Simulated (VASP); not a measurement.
## Hf3S5: relaxation of cell and atoms with PBE

The system is Hf3S5.

```
Hf S
1.0
     5.75865    0.00000    0.00000
     0.00000    5.75865    0.00000
     0.00000    0.00000    5.75865
Hf S
3 5
Direct
  0.50000 0.00000 0.00000
  0.00000 0.50000 0.00000
  0.00000 0.00000 0.50000
  0.00000 0.50000 0.50000
  0.50000 0.00000 0.50000
  0.50000 0.50000 0.00000
  0.00000 0.00000 0.00000
  0.50000 0.50000 0.50000
```

The cell was generated, and may not be a known phase.

```json
{"Program": "VASP 6.6.1", "Task": "relaxation of cell and atoms", "Functional": "PBE", "Potentials or basis": "VASP PAW PBE potentials, release 64 (Hf_pv, S)", "Cutoff": "600 eV", "k mesh": "3 × 3 × 3", "Occupations": "gaussian, width 0.2 eV", "Spin": "no spin polarisation", "Dipole correction": "no", "Further INCAR settings": "ALGO = Normal; EDIFF = 1e-06; IBRION = 2; EDIFFG = -0.08; NSW = 36; ISIF = 3"}
```

- Relaxed volume: 17.72 Å³/atom
- Relaxed cell: a = 5.215 Å, b = 5.215 Å, c = 5.215 Å, α = 90.00°, β = 90.00°, γ = 90.00°
- Space group after relaxing (to 0.1 Å): Pm-3m (No. 221)
- Energy gained by relaxing: 461.7 meV/atom
- Ionic steps: 3
- Pressure after relaxing: 0.0 GPa
- Band gap on the k mesh: zero (bands 30 and 31 overlap by 0.20 eV)

The path:
```tsv
step	energy change (eV)	largest force (eV/Å)	pressure (GPa)	volume (Å³)
1	0.0000	0.0000	-17.77	190.97
2	-2.9637	0.0000	17.23	126.75
3	-3.6934	0.0000	-0.04	141.79
```

Final structure:
```
Hf S
1.0
     5.21458    0.00000    0.00000
     0.00000    5.21458    0.00000
     0.00000    0.00000    5.21458
Hf S
3 5
Direct
  0.50000 0.00000 0.00000
  0.00000 0.50000 0.00000
  0.00000 0.00000 0.50000
  0.00000 0.50000 0.50000
  0.50000 0.00000 0.50000
  0.50000 0.50000 0.00000
  0.00000 0.00000 0.00000
  0.50000 0.50000 0.50000
```

Levels at points of the mesh, in eV from the Fermi level:
```csv
k point,band 26,band 27,band 28,band 29,band 30,band 31,band 32,band 33,band 34,band 35
"(0.00, 0.00, 0.00)",-3.18,-2.75,-2.75,-2.75,-0.03,-0.03,-0.01,-0.01,-0.01,0.99
```

Wall time 73 s on 1 thread of Intel(R) Xeon(R) 6975P-C (Granite Rapids) (shared host), peak memory 0.34 GiB.

Caveat: the k points lie up to 0.40 Å⁻¹ apart in the final cell; the volume moved by over 15 % at a fixed basis, so the end points are rough; spin-orbit coupling is left out, which moves the levels of the heavy elements.
